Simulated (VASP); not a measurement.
# LiF (P4_32_12) in VASP: notebook, part 2 of 2

VASP 6.6.1. The steps go on from the part before.

### 4 Relaxation of shape and atoms at fixed volume, PBE (9.61 Å³/atom)

This run uses another cell than the first one, of 9.61 Å³/atom.

INCAR

```
  ALGO = Normal
  EDIFF = 1E-6
  EDIFFG = -0.01
  ENCUT = 600
  GGA = PE
  IBRION = 2
  ISIF = 4
  ISMEAR = 0
  LASPH = True
  LCHARG = False
  LREAL = False
  LWAVE = False
  NELM = 60
  NSW = 50
  PREC = Accurate
  SIGMA = 0.02
```

KPOINTS

```
k-points
0
Gamma
  4 4 8
```

POSCAR

```
LiF
1.0
    5.2710363109      0.0000000000      0.0000000000
    0.0000000000      5.2710363109      0.0000000000
    0.0000000000      0.0000000000      2.7666733739
Li F
4 4
Direct
    0.6631371881      0.3368628119      0.2500000000
    0.3368628119      0.6631371881      0.7500000000
    0.1631371881      0.1631371881      0.0000000000
    0.8368628119      0.8368628119      0.5000000000
    0.8309272792      0.1690727208      0.7500000000
    0.1690727208      0.8309272792      0.2500000000
    0.3309272792      0.3309272792      0.5000000000
    0.6690727208      0.6690727208      0.0000000000
```

Launch:

```console
> cat potpaw_PBE.64/Li_sv/POTCAR potpaw_PBE.64/F/POTCAR > POTCAR
> mpirun -np 1 vasp_std > vasp.out
```

Run time: 2 min. Hardware: 1 thread of Intel Xeon 8259CL, shared host; peak memory 0.22 GiB.

It converged, with:

- Free energy: -38.0762 eV
- Energy gained by relaxing: 0.0 meV/atom
- Ionic steps: 2
- Pressure after relaxing: 3.3 GPa
- Largest force after relaxing: 0.006 eV/Å
- Band gap on the k mesh: 7.67 eV (least direct gap 7.70 eV)

Forces on the atoms (eV/Å):
```
Li  -0.004  0.004  0.000
Li   0.004 -0.004  0.000
Li  -0.004 -0.004  0.000
Li   0.004  0.004  0.000
F   -0.002  0.002  0.000
F    0.002 -0.002  0.000
F   -0.002 -0.002  0.000
F    0.002  0.002  0.000
```

Stress tensor (GPa, compression positive):
```
3.25 0.00 0.00
0.00 3.25 0.00
0.00 0.00 3.44
```

Final structure:
```xyz
8
Lattice="5.2695 0.0000 0.0000 0.0000 5.2695 0.0000 0.0000 0.0000 2.7683" Properties=species:S:1:pos:R:3 pbc="T T T"
Li    3.4940    1.7755    0.6921
Li    1.7755    3.4940    2.0762
Li    0.8593    0.8593    2.7683
Li    4.4102    4.4102    1.3841
F     4.3787    0.8909    2.0762
F     0.8909    4.3787    0.6921
F     1.7439    1.7439    1.3841
F     3.5256    3.5256    2.7683
```

Levels at points of the mesh, in eV from the valence-band top:
| k point | band 18 | band 19 | band 20 | band 21 | band 22 | band 23 |
| --- | --- | --- | --- | --- | --- | --- |
| (0.00, 0.00, 0.00) | -0.10 | -0.05 | -0.03 | 7.67 | 10.68 | 12.45 |
| (0.50, 0.00, 0.00) | -0.19 | -0.04 | -0.04 | 8.93 | 8.93 | 11.79 |
| (0.50, 0.50, 0.00) | -0.05 | -0.04 | -0.04 | 9.12 | 9.12 | 11.10 |
| (0.00, 0.00, 0.50) | -0.50 | -0.07 | -0.07 | 11.11 | 11.11 | 12.47 |
| (0.50, 0.00, 0.50) | -0.61 | -0.19 | -0.19 | 11.09 | 11.09 | 13.47 |
| (0.50, 0.50, 0.50) | -0.47 | -0.47 | -0.47 | 12.07 | 12.07 | 12.07 |

Caveat: the cutoff is under 1.25 times the usual one of these potentials, so pressure, stress and relaxed cells hold a basis-set (Pulay) error. A k mesh can miss the band edges.

### 5 Relaxation of shape and atoms at fixed volume, PBE (9.92 Å³/atom)

This run uses another cell than the first one, of 9.92 Å³/atom.

INCAR

```
SYSTEM = LiF
ALGO = Normal
EDIFF = 1E-7
EDIFFG = -0.01
ENCUT = 600
GGA = PE
IBRION = 2
ISIF = 4
ISMEAR = 0
LASPH = .True.
LCHARG = .False.
LREAL = .False.
LWAVE = .False.
NELM = 60
NSW = 50
PREC = Accurate
SIGMA = 0.02
```

KPOINTS

```
k-points
0
Gamma
  4 4 8
  0 0 0
```

POSCAR

```
LiF
1.0
    5.3293714093      0.0000000000      0.0000000000
    0.0000000000      5.3293714093      0.0000000000
    0.0000000000      0.0000000000      2.7928127063
Li F
4 4
Direct
    0.6632934225      0.3367065775      0.2500000000
    0.3367065775      0.6632934225      0.7500000000
    0.1632934225      0.1632934225      0.0000000000
    0.8367065775      0.8367065775      0.5000000000
    0.8311704254      0.1688295746      0.7500000000
    0.1688295746      0.8311704254      0.2500000000
    0.3311704254      0.3311704254      0.5000000000
    0.6688295746      0.6688295746      0.0000000000
```

Launch:

```console
> cat potpaw_PBE.64/Li_sv/POTCAR potpaw_PBE.64/F/POTCAR > POTCAR
> mpirun -np 1 vasp_std > vasp.out
```

Run time: 95 s. Hardware: 1 thread of Intel Xeon 8259CL, shared host; peak memory 0.24 GiB.

The run converged. Its results:

| Property | Result |
| --- | --- |
| Free energy | -38.1209 eV |
| Pressure after relaxing | 1.3 GPa |
| Largest force after relaxing | 0.010 eV/Å |
| Band gap on the k mesh | 7.51 eV (least direct gap 7.54 eV) |

Forces on the atoms (eV/Å):
```
Li  -0.007  0.007  0.000
Li   0.007 -0.007  0.000
Li  -0.007 -0.007  0.000
Li   0.007  0.007  0.000
F   -0.001  0.001  0.000
F    0.001 -0.001  0.000
F   -0.001 -0.001  0.000
F    0.001  0.001  0.000
```

Stress tensor (GPa, compression positive):
```
1.23 0.00 0.00
0.00 1.23 0.00
0.00 0.00 1.45
```

Final structure:
```cif
data_structure
_symmetry_space_group_name_H-M 'P 1'
_symmetry_Int_Tables_number 1
_cell_length_a 5.3294
_cell_length_b 5.3294
_cell_length_c 2.7928
_cell_angle_alpha 90.000
_cell_angle_beta 90.000
_cell_angle_gamma 90.000
_cell_volume 79.32
loop_
_atom_site_label
_atom_site_type_symbol
_atom_site_fract_x
_atom_site_fract_y
_atom_site_fract_z
_atom_site_occupancy
Li1 Li 0.66329 0.33671 0.25000 1
Li2 Li 0.33671 0.66329 0.75000 1
Li3 Li 0.16329 0.16329 0.00000 1
Li4 Li 0.83671 0.83671 0.50000 1
F1 F 0.83117 0.16883 0.75000 1
F2 F 0.16883 0.83117 0.25000 1
F3 F 0.33117 0.33117 0.50000 1
F4 F 0.66883 0.66883 0.00000 1
```

Levels at points of the mesh, in eV from the valence-band top:
```
           k point  band 16  band 17  band 18  band 19  band 20  band 21  band 22  band 23  band 24  band 25
(0.00, 0.00, 0.00)    -0.21    -0.10    -0.10    -0.05    -0.03     7.51    10.51    12.21    12.28    12.28
(0.50, 0.00, 0.00)    -0.43    -0.18    -0.18    -0.03    -0.03     8.76     8.76    11.58    11.58    14.27
(0.50, 0.50, 0.00)    -0.60    -0.05    -0.05    -0.04    -0.04     8.99     8.99    10.85    10.85    15.63
(0.00, 0.00, 0.50)    -1.18    -0.49    -0.49    -0.08    -0.08    10.97    10.97    12.29    12.29    14.39
(0.50, 0.00, 0.50)    -0.90    -0.58    -0.58    -0.19    -0.19    10.95    10.95    13.25    13.25    13.52
(0.50, 0.50, 0.50)    -1.10    -0.45    -0.45    -0.45    -0.45    11.91    11.91    11.91    11.91    13.91
```

Caveat: the cutoff is under 1.25 times the usual one of these potentials, so pressure, stress and relaxed cells hold a basis-set (Pulay) error; the relaxation stopped at its first step, so nothing moved.

### 6 The runs side by side

```csv
cell,gap on the mesh (eV),pressure (GPa),largest force (eV/Å)
"relaxed from a = 5.150, b = 5.150, c = 2.714 Å, 8 atoms, atomic positions A",8.02,8.4,0.01
"relaxed from a = 5.211, b = 5.211, c = 2.740 Å, 8 atoms, atomic positions B",7.84,5.7,0.01
"relaxed from a = 5.271, b = 5.271, c = 2.767 Å, 8 atoms, atomic positions C",7.67,3.3,0.01
"relaxed from a = 5.329, b = 5.329, c = 2.793 Å, 8 atoms, atomic positions D",7.51,1.3,0.01
```

Alike in all rows: task relaxation of shape and atoms at fixed volume; level PBE; potentials or basis VASP PAW PBE potentials, release 64 (Li_sv, F); no spin polarisation; k mesh 4 × 4 × 8; cutoff (eV) 600; smearing gaussian 0.02 eV.

Caveats: the cutoff is under 1.25 times the usual one of these potentials, so pressure, stress and relaxed cells hold a basis-set (Pulay) error; the relaxation stopped at its first step, so nothing moved (at least some runs).

Total energies depend on the potentials used, so only differences within one code and one set of settings carry meaning.
